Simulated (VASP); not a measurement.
## TiAl: single point with LDA

Crystal: TiAl.

```
Ti Al
1.0
     2.69468    0.00000    0.00000
    -1.34734    2.33366    0.00000
     0.00000    0.00000    4.39853
Ti Al
1 1
Direct
  0.00000 0.00000 0.00000
  0.33333 0.66667 0.50000
```

```json
{
  "Program": "VASP 6.6.1",
  "Task": "single point",
  "Functional": "LDA",
  "Potentials or basis": "VASP PAW LDA potentials, release 64 (Ti_sv, Al)",
  "Cutoff": "520 eV",
  "k mesh": "21 × 21 × 12",
  "Occupations": "gaussian, width 0.15 eV",
  "Spin": "collinear spin",
  "Starting moments": "[1.0, 0.0] μB",
  "Fixed moment": "1 μB"
}
```

| Item | Value |
| --- | --- |
| Pressure | 20.5 GPa |
| Net moment | 1.00 μB per cell |
| Site moments | Ti +0.60; Al +0.04 μB |
| Valence electrons inside the program's atomic spheres | Ti 10.55; Al 0.91 |

Stress tensor (GPa, compression positive):
```
20.92  0.00  0.00
 0.00 20.92  0.00
 0.00  0.00 19.56
```

Run time: 3.8 min on 1 thread of AMD EPYC 7R13 Processor (Zen 3) (shared host), peak memory 0.3 GiB.

Caveat: the cell stands under pressure; the total moment is fixed, so each spin has its own Fermi level and the state may be an excited one.
